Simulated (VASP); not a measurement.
Here is a VASP 6.6.1 calculation.

INCAR

```
PREC = Accurate
ENCUT = 520
EDIFF = 1E-6
ISMEAR = 0
SIGMA = 0.1
LREAL = False
LASPH = True
NELM = 80
ALGO = Normal
ISIF = 2
LWAVE = False
LCHARG = False
GGA = PE
NBANDS = 28
```

KPOINTS

```
regular mesh
0
Gamma
  4 4 4
```

POSCAR

```
SnGe2
1.0
    4.1350578784      0.0000000000      0.0000000000
    0.0000000000      4.1350578784      0.0000000000
    0.0000000000      0.0000000000      4.3109047332
Sn Ge
1 2
Direct
    0.5000000000      0.5000000000      0.0000000000
    0.0000000000      0.5000000000      0.5000000000
    0.5000000000      0.0000000000      0.5000000000
```

Potentials or basis: VASP PAW PBE potentials, release 64 (Sn_d, Ge_d).

Launch:

```console
$ cat potpaw_PBE.64/Sn_d/POTCAR potpaw_PBE.64/Ge_d/POTCAR > POTCAR
$ mpirun -np 1 vasp_std > vasp.out
```

**Question.** What does it give for the band gap on the k mesh?

**Answer.** Zero (bands 21 and 22 overlap by 4.42 eV).

**Question.** Predict the pressure.

**Answer.** 0.1 GPa.

Caveat: the k points lie up to 0.38 Å⁻¹ apart, too coarse for converged energies and pressures of a metal; spin-orbit coupling is left out, which moves the levels of the heavy elements.
